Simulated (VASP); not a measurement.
Runs of VASP 6.6.1 on Al. The structure is that of space group Im-3m (No. 229), or close to it. The cells are those of the table. 

```tsv
cell	gap on the mesh (eV)	pressure (GPa)
a = 2.757 Å, angles 110.7, 110.7, 107.0°, 1 atom	none	2.3
a = 2.729 Å, angles 109.9, 109.9, 108.7°, 1 atom	none	(a)
a = 2.743 Å, angles 110.3, 110.3, 107.8°, 1 atom	none	3.5
a = 2.673 Å, angles 109.5°, 1 atom	none	(b)
a = 2.757 Å, angles 108.3, 108.3, 111.9°, 1 atom	none	2.2
a = 2.715 Å, angles 109.5°, 1 atom	none	6.4
a = 2.715 Å, angles 110.7, 110.7, 107.0°, 1 atom	none	6.4
a = 2.797 Å, angles 109.5°, 1 atom	none	-1.1
```

Alike in all rows: task single point; level PBEsol; potentials or basis VASP PAW PBE potentials, release 64 (Al); no spin polarisation; k mesh 20 × 20 × 20; cutoff (eV) 520; smearing gaussian 0.15 eV.

**Question.** Fill in the values left out.

**Answer.** (a) 4.9; (b) 11.4.

Caveats: the PAW data sets were made with another functional, which shifts forces and pressure a little; the cell stands under pressure (at least some runs).

A gap of «none» marks levels without a gap at the run's occupations.
